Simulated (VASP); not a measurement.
Here is a VASP 6.6.1 calculation.

Contents of INCAR:

```
SYSTEM = ZnSe
  PREC = Accurate
  ENCUT = 520
  EDIFF = 1E-7
  ISMEAR = 0
  SIGMA = 0.01
  LREAL = .FALSE.
  LASPH = .TRUE.
  NELM = 100
  ALGO = Normal
  ISIF = 2
  LWAVE = .FALSE.
  LCHARG = .TRUE.
  GGA = PS
  LELF = .TRUE.
  LVHAR = .TRUE.
  NBANDS = 16
```

File KPOINTS:

```
regular mesh
0
G
  8 8 8
  0 0 0
```

The input POSCAR:

```
ZnSe
1.0
    0.0000000000      2.8027645918      2.8027645918
    2.8027645918      0.0000000000      2.8027645918
    2.8027645918      2.8027645918      0.0000000000
Zn Se
1 1
Direct
    0.0000000000      0.0000000000      0.0000000000
    0.7500000000      0.7500000000      0.7500000000
```

Potentials or basis: VASP PAW PBE potentials, release 64 (Zn, Se).

Run with:

```bash
$ cat potpaw_PBE.64/Zn/POTCAR potpaw_PBE.64/Se/POTCAR > POTCAR
$ mpirun -np 1 vasp_std > vasp.out
```

Question: What does it give for the band gap on the k mesh?

Answer: 1.30 eV, direct.

Question: What does it give for the pressure?

Answer: 1.3 GPa.

Caveat: the PAW data sets were made with another functional, which shifts forces and pressure a little. A hybrid or GW would open this gap; PBEsol tends to underestimate it.
